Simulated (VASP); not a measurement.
A run of VASP 6.6.1 is set up as follows.

The input INCAR:

```
SYSTEM = Al24N25
PREC = Accurate
ENCUT = 520
EDIFF = 1E-6
ISMEAR = 0
SIGMA = 0.01
LREAL = Auto
LASPH = .True.
NELM = 120
ALGO = Normal
ISIF = 2
LWAVE = .False.
LCHARG = .True.
GGA = PE
LELF = .True.
LVHAR = .True.
NELECT = 198.0
NBANDS = 128
GGA_COMPAT = .False.
```

The input KPOINTS:

```
Automatic mesh
0
Gamma
  1 1 1
  0 0 0
```

The input POSCAR:

```
Al24N25
1.0
    3.1302084199     -5.4216800216      5.0180433219
    3.1302084199      5.4216800216      5.0180433219
   -6.2604168399      0.0000000000      5.0180433219
Al N
24 25
Direct
    0.6675281393      0.3334397969      0.4962002483
    0.9971724678      0.6600493705      0.8310653110
    0.3334397969      0.4962002483      0.6675281393
    0.8311453395      0.5120430444      0.1678126168
    0.1694251336      0.3336567494      1.0023992205
    0.4962002483      0.6675281393      0.3334397969
    0.8310653110      0.9971724678      0.6600493705
    0.1678126168      0.8311453395      0.5120430444
    0.5120430444      0.1678126168      0.8311453395
    0.6600493705      0.8310653110      0.9971724678
    1.0023992205      0.1694251336      0.3336567494
    0.3336567494      1.0023992205      0.1694251336
    0.6686840675      0.4975185478      0.8315352037
    1.0028737334      0.8442733992      0.1651110575
    0.3333844018      0.6622397631      0.9989050578
    0.8315352037      0.6686840675      0.4975185478
    0.1651896064      0.5027630799      0.3315963078
    0.4975185478      0.8315352037      0.6686840675
    0.8442733992      0.1651110575      1.0028737334
    0.1651110575      1.0028737334      0.8442733992
    0.5027630799      0.3315963078      0.1651896064
    0.6622397631      0.9989050578      0.3333844018
    0.9989050578      0.3333844018      0.6622397631
    0.3315963078      0.1651896064      0.5027630799
    0.7935756171      0.4622808991      0.6229883346
    0.1298154345      0.7737180297      0.9520732272
    0.4622808991      0.6229883346      0.7935756171
    0.9613528100      0.6360475613      0.2937569749
    0.2976752273      0.4601737483      0.1293717839
    0.6229883346      0.7935756171      0.4622808991
    0.9520732272      0.1298154345      0.7737180297
    0.2937569749      0.9613528100      0.6360475613
    0.6360475613      0.2937569749      0.9613528100
    0.7737180297      0.9520732272      0.1298154345
    0.1293717839      0.2976752273      0.4601737483
    0.4601737483      0.1293717839      0.2976752273
    0.4640232843      0.2930537358      0.6262835594
    0.7902187275      0.6271482821      0.9578517654
    0.1267879380      0.4542441887      0.7927565147
    0.6262835594      0.4640232843      0.2930537358
    0.9630794767      0.3140458115      0.1373946856
    0.2930537358      0.6262835594      0.4640232843
    0.6271482821      0.9578517654      0.7902187275
    0.9578517654      0.7902187275      0.6271482821
    0.3140458115      0.1373946856      0.9630794767
    0.4542441887      0.7927565147      0.1267879380
    0.7927565147      0.1267879380      0.4542441887
    0.1373946856      0.9630794767      0.3140458115
    0.0437151629      0.0437151629      0.0437151629
```

Potentials or basis: VASP PAW PBE potentials, release 64 (Al, N).

The run is started by

```bash
$ cat potpaw_PBE.64/Al/POTCAR potpaw_PBE.64/N/POTCAR > POTCAR
$ mpirun -np 1 vasp_gam > vasp.out
```

(1) What does it give for the largest force?

Answers

(1) 0.019 eV/Å.

Caveat: the k points lie up to 0.79 Å⁻¹ apart; the cell carries a net charge on a neutralising background, which shifts energy and pressure; the cell differs from its parent crystal (with an interstitial atom, then relaxed in part).
